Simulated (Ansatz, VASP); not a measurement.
## Si2C3 in VASP and in Ansatz

Contents of INCAR:

```
SYSTEM = Si2C3
ALGO = Normal
EDIFF = 1E-6
ENCUT = 520
GGA = PE
ISIF = 2
ISMEAR = 0
ISPIN = 2
LASPH = .True.
LCHARG = .False.
LORBIT = 11
LREAL = .False.
LWAVE = .False.
MAGMOM = 0 0 1 1 1
NBANDS = 22
NELM = 150
PREC = Accurate
SIGMA = 0.1
```

KPOINTS

```
k-points
0
Gamma
  6 6 2
  0 0 0
```

Contents of POSCAR:

```
Si2C3
1.0
    3.0813785328      0.0000000000      0.0000000000
   -1.5406892664      2.6685520881      0.0000000000
    0.0000000000      0.0000000000      9.1186583950
Si C
2 3
Direct
    0.6666666667      0.3333333333      0.5000000000
    0.3333333333      0.6666666667      0.0000000000
    0.0000000000      0.0000000000      0.5846837249
    0.0000000000      0.0000000000      0.4153162751
    0.6666666667      0.3333333333      0.0000000000
```

Input for Ansatz:

```yaml
crystal:
  lattice:
    - [3.0813785328, 0.0, 0.0]
    - [-1.5406892664, 2.6685520881, 0.0]
    - [0.0, 0.0, 9.118658395]
  atoms:
    - { symbol: Si, position: [0.6666666667, 0.3333333333, 0.5] }
    - { symbol: Si, position: [0.3333333333, 0.6666666667, 0.0] }
    - { symbol: C, position: [0.0, 0.0, 0.5846837249], spin: 1.0 }
    - { symbol: C, position: [0.0, 0.0, 0.4153162751], spin: 1.0 }
    - { symbol: C, position: [0.6666666667, 0.3333333333, 0.0], spin: 1.0 }
basis:
  ecutwfc: 420
kpoints:
  mp_grid: { grid: [6, 6, 2] }
hamiltonian:
  xc: pbe
scf:
  occupations: { method: gaussian, width: 0.1 }
  lower_state_search: "off"
output:
  forces: true
  stress: true
  eigenvalues: true
  populations: true
magnetization:
  spin_polarized: true
```

Change from the starting cell: species swapped into the Fe3Ge2 type (P-6m2, No. 187).

Alike in both runs: task single point; functional PBE; k mesh 6 × 6 × 2; occupations gaussian, width 0.1 eV; collinear spin.

|  | VASP | Ansatz |
| --- | --- | --- |
| version | VASP 6.6.1 | Ansatz 0.2.0 |
| potentials or method | VASP PAW PBE potentials, release 64 (Si, C), cutoff 520 eV | scalar-relativistic, plane waves, PAW |
| valence electrons in the cell | 20 | 20 |

VASP gave:

- gap on the k mesh at the Fermi level (eV): none
- pressure (GPa): 0.1
- traceless stress, the component that is largest in VASP (GPa): 0.23
- rms of the force components (eV/Å): 0.025
- net moment per atom (μB): 0.06
- size of the moment on the site where the two differ most (μB): 0.07

Q: Estimate Ansatz's values.

A: gap on the k mesh at the Fermi level (eV): none; pressure (GPa): 0.0; traceless stress, the component that is largest in VASP (GPa): 0.11; rms of the force components (eV/Å): 0.002; net moment per atom (μB): 0.06; size of the moment on the site where the two differ most (μB): 0.06.

Site moments also hang on the region over which each program counts them. Atom by atom the forces differ by 0.023 eV/Å (rms over components). A gap of «none» marks a metal or a gap that the smearing closes.

The k mesh is coarse, so the values compare programs but aren't converged.
